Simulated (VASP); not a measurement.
# Ag (P6_3/mmc) in VASP: notebook

Runs on Ag. Level: PBEsol. Tasks: single point.

Everything below comes from runs of VASP 6.6.1. Logs are shortened: lines on timing, memory, paths and dates and some standing lists are left out, and cuts for length are marked.

## Step 1: The cell of the first run

Symmetry: P6_3/mmc, No. 194, hexagonal system. The conventional cell has a = 2.867 Å, b = 2.867 Å, c = 4.503 Å, α = 90.00°, β = 90.00°, γ = 120.00°. Ag (site symmetry -6m2) has 12 Ag at 2.79 to 2.87 Å within 3.7 Å.

This isn't the form of Ag at room conditions, which is fcc.

## Step 2: Single point, PBEsol (strain +0.000 along x and y, -0.040 along z)

File INCAR:

```
  PREC = Accurate
  ENCUT = 520
  EDIFF = 1E-6
  ISMEAR = 0
  SIGMA = 0.15
  LREAL = False
  LASPH = True
  NELM = 80
  ALGO = Fast
  ISIF = 2
  LWAVE = False
  LCHARG = True
  GGA = PS
  LELF = True
  LVHAR = True
  NBANDS = 18
```

File KPOINTS:

```
regular mesh
0
Gamma
  24 24 14
```

File POSCAR:

```
Ag
1.0
    2.8670626684      0.0000000000      0.0000000000
   -1.4335313342      2.4829491051      0.0000000000
    0.0000000000      0.0000000000      4.5030863317
Ag
2
Direct
    0.3333333333      0.6666666667      0.2500000000
    0.6666666667      0.3333333333      0.7500000000
```

Potentials or basis: VASP PAW PBE potentials, release 64 (Ag).

Run with:

```bash
> cat potpaw_PBE.64/Ag/POTCAR > POTCAR
> mpirun -np 1 vasp_std > vasp.out
```

OUTCAR:

```text
PREC = Accurate
   ENCUT = 520
   EDIFF = 1E-6
   ISMEAR = 0
   LREAL = False
   LASPH = True
   NELM = 80
   ISIF = 2
   GGA = PS

 ion  position               nearest neighbor table
   1  0.333  0.667  0.250-   2 2.79   2 2.79   2 2.79   2 2.79   2 2.79   2 2.79
   2  0.667  0.333  0.750-   1 2.79   1 2.79   1 2.79   1 2.79   1 2.79   1 2.79

  LATTYP: Found a hexagonal cell.
 ALAT       =     2.8670626684
 C/A-ratio  =     1.5706271026

  Lattice vectors:

 A1 = (   2.8670626684,   0.0000000000,   0.0000000000)
 A2 = (  -1.4335313342,   2.4829491051,   0.0000000000)
 A3 = (   0.0000000000,   0.0000000000,   4.5030863317)

Analysis of symmetry for initial positions (statically):
=====================================================================
 Subroutine PRICEL returns:
 Original cell was already a primitive cell.

 Routine SETGRP: Setting up the symmetry group for a
 hexagonal supercell.

 Subroutine GETGRP returns: Found 24 space group operations
 (whereof 12 operations were pure point group operations)
 out of a pool of 24 trial point group operations.

The static configuration has the point symmetry D_3d.
 The point group associated with its full space group is D_6h.

Analysis of symmetry for dynamics (positions and initial velocities):
=====================================================================
 Subroutine PRICEL returns:
 Original cell was already a primitive cell.

 Routine SETGRP: Setting up the symmetry group for a
 hexagonal supercell.

 Subroutine GETGRP returns: Found 24 space group operations
 (whereof 12 operations were pure point group operations)
 out of a pool of 24 trial point group operations.

The dynamic configuration has the point symmetry D_3d.
 The point group associated with its full space group is D_6h.

 Subroutine INISYM returns: Found 24 space group operations
 (whereof 12 operations are pure point group operations),
 and found     1 'primitive' translations

----------------------------------------------------------------------------------------

                                     Primitive cell

  volume of cell :      32.0564

[... 70 lines left out ...]
   k-points           NKPTS =    488   k-points in BZ     NKDIM =    488   number of bands    NBANDS=     18
   number of dos      NEDOS =    301   number of ions     NIONS =      2
   total plane-waves  NPLWV =  20736
   dimension x,y,z NGX =    24 NGY =   24 NGZ =   36
   dimension x,y,z NGXF=    48 NGYF=   48 NGZF=   72
   ions per type =               2
   NGX,Y,Z   is equivalent  to a cutoff of  13.92, 13.92, 13.29 a.u.
   NGXF,Y,Z  is equivalent  to a cutoff of  27.83, 27.83, 26.58 a.u.
 SYSTEM =  unknown system
   PREC   = accura    normal or accurate (medium, high low for compatibility)
   ISTART =      0    job   : 0-new  1-cont  2-samecut
   ICHARG =      2    charge: 1-file 2-atom 10-const
   ISPIN  =      1    spin polarized calculation?
   LNONCOLLINEAR =      F non collinear calculations
   LSORBIT =      F    spin-orbit coupling
   LASPH  =      T    aspherical Exc in radial PAW
   ENCUT  =  520.0 eV  38.22 Ry    6.18 a.u.   5.33  5.33  8.37*2*pi/ulx,y,z
   NELM   =     80;   NELMIN=  2; NELMDL= -5     # of ELM steps
   EDIFF  = 0.1E-05   stopping-criterion for ELM
   LREAL  =      F    real-space projection
[... 7 lines left out ...]
   TEBEG  =    0.0;   TEEND  =   0.0 temperature during run
   PSTRESS=    0.0 pullay stress
   NELECT =      22.0000    total number of electrons
   NUPDOWN=      -1.0000    fix difference up-down
   EMIN   =  10.00;   EMAX   =-10.00  energy-range for DOS
   EFERMI =   0.00;   METHOD = LEGACY
   ISMEAR =     0;   SIGMA  =   0.15  broadening in eV -4-tet -1-fermi 0-gaus
   EFERMI_NEDOS =   21; number of points for ismear=-14 and -15
   IALGO  =     68    algorithm
   IMIX   =      4    mixing-type and parameters
     AMIX     =   0.40;   BMIX     =  1.00
     AMIX_MAG =   1.60;   BMIX_MAG =  1.00
  volume/ion in A,a.u.               =      16.03       108.16
  Fermi-wavevector in a.u.,A,eV,Ry     =   1.444034  2.728828 28.371318  2.085233
  Thomas-Fermi vector in A             =   2.562374
   LORBIT       =      0    0 simple, 1 ext, 2 COOP (PROOUT), +10 PAW based schemes
   GGA     = PS    functional components
   LHFCALC =     F    Hartree Fock is set to
   AEXX    =    0.0000 exact exchange contribution
   IVDW    =     0    specifies the selected vdW correction
   LEPSILON=     F    determine dielectric tensor
   LRPA    =     F    only Hartree local field effects (RPA)
 non-spin polarized calculation
 RMM-DIIS sequential band-by-band and
 Gauss-broadening in eV      SIGMA  =   0.15
  energy-cutoff  :      520.00
  volume of cell :       32.06
 maximum number of plane-waves:       884
 NGX is ok and might be reduce to    24
   NGX = 11   NGY = 11   NGZ = 17

 number of electron      21.9999998 magnetization

 Free energy of the ion-electron system (eV)
  ---------------------------------------------------
  ext. energy  EPLUGINS =         0.00000000
  ---------------------------------------------------
  free energy    TOTEN  =        -6.57340011 eV

  energy without entropy =       -6.56761455  energy(sigma->0) =       -6.57050733

 E-fermi :   9.1482     XC(G=0): -12.7832

 val. band max:        9.1325391383   @ k =   0.0833   0.0000   0.0714
 cond. band min:       9.1528724828   @ k =   0.4167   0.0833   0.3571
 fundamental gap:      0.0203333444
 Fermi energy:         9.1481685617

 k-point     1 :       0.0000    0.0000    0.0000
  band No.  band energies     occupation
      1       0.8201      2.00000
      2       2.3384      2.00000
      3       4.2102      2.00000
      4       4.2102      2.00000
      5       4.2939      2.00000
      6       4.5217      2.00000
[... 481 lines left out ...]
      5       4.5528      2.00000
      6       4.7787      2.00000
[... 10 lines left out ...]
     17      20.2617      0.00000
     18      25.0297      0.00000

 [... further k-points ...]
[... 5 lines left out ...]
  --------------------------------------------------------------------------------------
  -------------------------------------------------------------------------------------
  Total        0.6383814      0.6383814      1.8478490      0.0000000     -0.0000000      0.0000000
  in kB       31.9062332     31.9062332     92.3552902      0.0000000     -0.0000000      0.0000000
  external PRESSURE =      52.0559189 kB  Pullay stress =       0.0000000 kB

 VOLUME and BASIS-vectors are now :
 -----------------------------------------------------------------------------
  energy-cutoff  :      520.00
  volume of cell :       32.06
      direct lattice vectors                 reciprocal lattice vectors
     2.867062668  0.000000000  0.000000000     0.348789028  0.201373439  0.000000000
    -1.433531334  2.482949105  0.000000000     0.000000000  0.402746878  0.000000000
     0.000000000  0.000000000  4.503086332     0.000000000  0.000000000  0.222069915

 POSITION                                       TOTAL-FORCE (eV/Angst)
 -----------------------------------------------------------------------------------
     -0.00000      1.65530      1.12577         0.000000     -0.000000      0.000000
      1.43353      0.82765      3.37731        -0.000000      0.000000      0.000000
 -----------------------------------------------------------------------------------
    total drift:                               -0.000000      0.000000     -0.000000

  FREE ENERGIE OF THE ION-ELECTRON SYSTEM (eV)
  ---------------------------------------------------
  free  energy   TOTEN  =        -6.5734001136 eV

  energy  without entropy=       -6.5676145471  energy(sigma->0) =       -6.57050733
```

OSZICAR:

```text
N       E                     dE             d eps       ncg     rms          rms(c)
DAV:   1     0.126785254896E+03    0.12679E+03   -0.11861E+04 17624   0.123E+03
DAV:   2    -0.517585182561E+01   -0.13196E+03   -0.12570E+03 18158   0.274E+02
DAV:   3    -0.730199185887E+01   -0.21261E+01   -0.21189E+01 20324   0.392E+01
DAV:   4    -0.730815973427E+01   -0.61679E-02   -0.61674E-02 19390   0.207E+00
DAV:   5    -0.730820682673E+01   -0.47092E-04   -0.47093E-04 19440   0.193E-01    0.927E+00
RMM:   6    -0.660772993586E+01    0.70048E+00   -0.15140E+00 17601   0.101E+01    0.539E+00
RMM:   7    -0.658193353043E+01    0.25796E-01   -0.34672E-02 18410   0.184E+00    0.295E+00
RMM:   8    -0.657343959368E+01    0.84939E-02   -0.37914E-03 18917   0.574E-01    0.300E-01
RMM:   9    -0.657340410696E+01    0.35487E-04   -0.58595E-04 19614   0.201E-01    0.996E-02
RMM:  10    -0.657340120295E+01    0.29040E-05   -0.84857E-05 19706   0.713E-02    0.625E-02
RMM:  11    -0.657339990141E+01    0.13015E-05   -0.18631E-05 18325   0.259E-02    0.220E-02
RMM:  12    -0.657340011355E+01   -0.21214E-06   -0.76542E-06 18812   0.209E-02
   1 F= -.65734001E+01 E0= -.65705073E+01  d E =-.578557E-02
```

stdout:

```text
POSCAR found type information on POSCAR Ag
 POSCAR found :  1 types and       2 ions
 scaLAPACK will be used
 -----------------------------------------------------------------------------
|                                                                             |
|                                                                             |
|     You enforced a specific xc type in the INCAR file but a different       |
|     I HOPE YOU KNOW WHAT YOU ARE DOING!                                     |
|                                                                             |
 -----------------------------------------------------------------------------

 LDA part: xc-table for (Slater+PW92), standard interpolation
 POSCAR, INCAR and KPOINTS ok, starting setup
 FFT: planning ... GRIDC
 FFT: planning ... GRID_SOFT
 FFT: planning ... GRID
 WAVECAR not read
 entering main loop
```

Run time: 73 s. Hardware: 1 thread of Intel Xeon 6975P-C (Granite Rapids), shared host; peak memory 0.33 GiB.

Results:

| Quantity | Value |
| --- | --- |
| Free energy | -6.5734 eV |
| Pressure | 5.2 GPa |
| Band gap on the k mesh | zero (bands 11 and 12 overlap by 7.49 eV) |

Stress tensor (GPa, compression positive):
```
3.19 0.00 0.00
0.00 3.19 0.00
0.00 0.00 9.24
```

Caveat: the cell differs from its parent crystal (strain +0.000 along x and y, -0.040 along z); the stress differs along the axes, from 3 to 9 GPa; the PAW data sets were made with another functional, which shifts forces and pressure a little.

## Step 3: Single point, PBEsol (strain -0.040 along x and y, +0.040 along z)

File INCAR:

```
SYSTEM = Ag
PREC = Accurate ; ENCUT = 520
EDIFF = 1E-6 ; ISMEAR = 0
SIGMA = 0.15 ; LREAL = .False.
LASPH = .True. ; NELM = 60
ALGO = Fast ; ISIF = 2
LWAVE = .False. ; LCHARG = .False.
GGA = PS ; NBANDS = 18
```

File KPOINTS:

```
Automatic mesh
0
Gamma
  24 24 14
  0 0 0
```

File POSCAR:

```
Ag
1.0
    2.7523801617      0.0000000000      0.0000000000
   -1.3761900808      2.3836311409      0.0000000000
    0.0000000000      0.0000000000      4.8783435261
Ag
2
Direct
    0.3333333333      0.6666666667      0.2500000000
    0.6666666667      0.3333333333      0.7500000000
```

Potentials or basis: VASP PAW PBE potentials, release 64 (Ag).

Run with:

```bash
> cat potpaw_PBE.64/Ag/POTCAR > POTCAR
> mpirun -np 1 vasp_std > vasp.out
```

Run time: 88 s. Hardware: 1 thread of Intel Xeon 6975P-C (Granite Rapids), shared host; peak memory 0.32 GiB.

The run converged. Its results:

| Property | Result |
| --- | --- |
| Free energy | -6.5322 eV |
| Pressure | 6.4 GPa |
| Band gap on the k mesh | zero (bands 11 and 12 overlap by 8.09 eV) |

Stress tensor (GPa, compression positive):
```
10.12  0.00  0.00
 0.00 10.12  0.00
 0.00  0.00 -1.15
```

Levels at points of the mesh, in eV from the Fermi level:
```
           k point  band 7  band 8  band 9  band 10  band 11  band 12  band 13  band 14  band 15  band 16
(0.00, 0.00, 0.00)   -4.79   -3.98   -3.98    -3.15    -3.15    -1.27     2.79    16.07    16.37    18.31
(0.50, 0.00, 0.00)   -3.88   -3.08   -2.77    -2.67     0.26     1.98     6.75     6.98     9.50    10.39
(0.00, 0.00, 0.50)   -4.98   -4.98   -3.46    -3.46    -3.46    -3.46     9.80     9.80    16.74    16.74
(0.50, 0.00, 0.50)   -3.25   -3.25   -2.71    -2.71     0.70     0.70     5.16     5.16    13.33    13.33
```

Caveat: the cell differs from its parent crystal (strain -0.040 along x and y, +0.040 along z); the stress differs along the axes, from -1 to 10 GPa; the PAW data sets were made with another functional, which shifts forces and pressure a little.

## Step 4: Single point, PBEsol (strain -0.040 along x and y, +0.080 along z)

File INCAR:

```
ALGO = Fast
EDIFF = 1E-7
ENCUT = 520
GGA = PS
ISIF = 2
ISMEAR = 0
LASPH = True
LCHARG = False
LREAL = False
LWAVE = False
NBANDS = 18
NELM = 100
PREC = Accurate
SIGMA = 0.15
```

File KPOINTS:

```
k-points
0
Gamma
  24 24 14
```

Changes to POSCAR since step 3:

```diff
@@ -4,3 +4,3 @@
    -1.3761900808      2.3836311409      0.0000000000
-    0.0000000000      0.0000000000      4.8783435261
+    0.0000000000      0.0000000000      5.0659721232
 Ag
```

Run with:

```bash
> cat potpaw_PBE.64/Ag/POTCAR > POTCAR
> mpirun -np 1 vasp_std > vasp.out
```

It took 1.7 min on 1 thread of Intel Xeon 6975P-C (Granite Rapids), shared host; peak memory 0.33 GiB.

It converged, with:

| Quantity | Value |
| --- | --- |
| Free energy | -6.5004 eV |
| Pressure | 2.4 GPa |
| Band gap on the k mesh | zero (bands 11 and 12 overlap by 8.10 eV) |

Stress tensor (GPa, compression positive):
```
 7.13  0.00  0.00
 0.00  7.13  0.00
 0.00  0.00 -6.99
```

Levels at points of the mesh, in eV from the Fermi level:
```
           k point  band 7  band 8  band 9  band 10  band 11  band 12  band 13  band 14  band 15  band 16
(0.00, 0.00, 0.00)   -4.74   -3.79   -3.79    -3.14    -3.14    -1.37     2.11    15.00    16.55    18.26
(0.50, 0.00, 0.00)   -3.74   -3.15   -2.69    -2.62     0.35     1.99     6.42     6.70     8.99     9.96
(0.00, 0.00, 0.50)   -4.87   -4.87   -3.40    -3.40    -3.40    -3.40     8.75     8.75    16.91    16.91
(0.50, 0.00, 0.50)   -3.26   -3.26   -2.65    -2.65     0.79     0.79     5.05     5.05    12.61    12.61
```

Caveat: the cell differs from its parent crystal (strain -0.040 along x and y, +0.080 along z); the stress differs along the axes, from -7 to 7 GPa; the PAW data sets were made with another functional, which shifts forces and pressure a little.

## Step 5: Single point, PBEsol (strain +0.040 along x and y, -0.080 along z)

File INCAR:

```
  PREC = Accurate
  ENCUT = 520
  EDIFF = 1E-6
  ISMEAR = 0
  SIGMA = 0.15
  LREAL = F
  LASPH = T
  NELM = 80
  ALGO = Fast
  ISIF = 2
  LWAVE = F
  LCHARG = F
  GGA = PS
  NBANDS = 18
```

File KPOINTS:

```
regular mesh
0
Gamma
  24 24 14
```

File POSCAR:

```
Ag
1.0
    2.9817451752      0.0000000000      0.0000000000
   -1.4908725876      2.5822670693      0.0000000000
    0.0000000000      0.0000000000      4.3154577346
Ag
2
Direct
    0.3333333333      0.6666666667      0.2500000000
    0.6666666667      0.3333333333      0.7500000000
```

Run with:

```bash
> cat potpaw_PBE.64/Ag/POTCAR > POTCAR
> mpirun -np 1 vasp_std > vasp.out
```

Wall time 73 s (1 thread of Intel Xeon 6975P-C (Granite Rapids), shared host); peak memory 0.34 GiB.

It converged, with:

* Free energy: -6.4969 eV
* Pressure: 2.3 GPa
* Band gap on the k mesh: zero (bands 11 and 12 overlap by 6.93 eV)

Stress tensor (GPa, compression positive):
```
-1.63  0.00  0.00
 0.00 -1.63  0.00
 0.00  0.00 10.27
```

Levels at points of the mesh, in eV from the Fermi level:
```tsv
k point	band 9	band 10	band 11	band 12	band 13	band 14
(0.00, 0.00, 0.00)	-4.32	-3.04	-3.04	0.53	5.46	14.79
(0.50, 0.00, 0.00)	-2.99	-2.64	-0.31	1.03	7.84	7.93
(0.00, 0.00, 0.50)	-3.33	-3.33	-3.33	-3.33	13.88	13.88
(0.50, 0.00, 0.50)	-3.07	-3.07	0.56	0.56	4.52	4.52
```

Caveat: the cell differs from its parent crystal (strain +0.040 along x and y, -0.080 along z); the stress differs along the axes, from -2 to 10 GPa; the PAW data sets were made with another functional, which shifts forces and pressure a little.

## Step 6: Overview

```csv
cell,further INCAR settings,gap on the mesh (eV),pressure (GPa)
"a = 2.867, b = 2.867, c = 4.503 Å, angles 90.0, 90.0, 120.0°, 2 atoms",ALGO = Fast; EDIFF = 1e-06; NBANDS = 18,none,5.2
"a = 2.752, b = 2.752, c = 4.878 Å, angles 90.0, 90.0, 120.0°, 2 atoms",ALGO = Fast; EDIFF = 1e-06; NBANDS = 18,none,6.4
"a = 2.752, b = 2.752, c = 5.066 Å, angles 90.0, 90.0, 120.0°, 2 atoms",ALGO = Fast; EDIFF = 1e-07; NBANDS = 18,none,2.4
"a = 2.982, b = 2.982, c = 4.315 Å, angles 90.0, 90.0, 120.0°, 2 atoms",ALGO = Fast; EDIFF = 1e-06; NBANDS = 18,none,2.3
```

Alike in all rows: task single point; level PBEsol; potentials or basis VASP PAW PBE potentials, release 64 (Ag); no spin polarisation; k mesh 24 × 24 × 14; cutoff (eV) 520; smearing gaussian 0.15 eV.

Caveats: the PAW data sets were made with another functional, which shifts forces and pressure a little; the stress differs along the axes, from 3 to 9 GPa (at least some runs); the stress differs along the axes, from -1 to 10 GPa (at least some runs); the stress differs along the axes, from -7 to 7 GPa (at least some runs); the stress differs along the axes, from -2 to 10 GPa (at least some runs).

Total energies depend on the potentials used, so only differences within one code and one set of settings carry meaning.

The gap in the log of VASP goes by the Fermi energy; the results here count the filled bands.